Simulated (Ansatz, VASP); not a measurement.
**Two plane-wave programs on V**

```xyz
1
Lattice="-1.4781 1.4781 1.4781 1.4781 -1.4781 1.4781 1.4781 1.4781 -1.4781" Properties=species:S:1:pos:R:3 pbc="T T T"
V     0.0000    0.0000    0.0000
```

Alike in both runs: task single point; functional PBE; k mesh 20 × 20 × 20; occupations gaussian, width 0.05 eV; no spin polarisation.

```csv
,VASP,Ansatz
version,VASP 6.6.1,Ansatz 0.2.0
potentials or method,"VASP PAW PBE potentials, release 64 (V_sv), cutoff 520 eV","scalar-relativistic, plane waves, PAW"
valence electrons in the cell,13,13
```

|  | VASP | Ansatz | Ansatz less VASP |
| --- | --- | --- | --- |
| gap on the k mesh at the Fermi level (eV) | none | none | - |
| pressure (GPa) | 8.3 | 8.1 | -0.26 |

A gap of «none» marks a metal or a gap that the smearing closes.
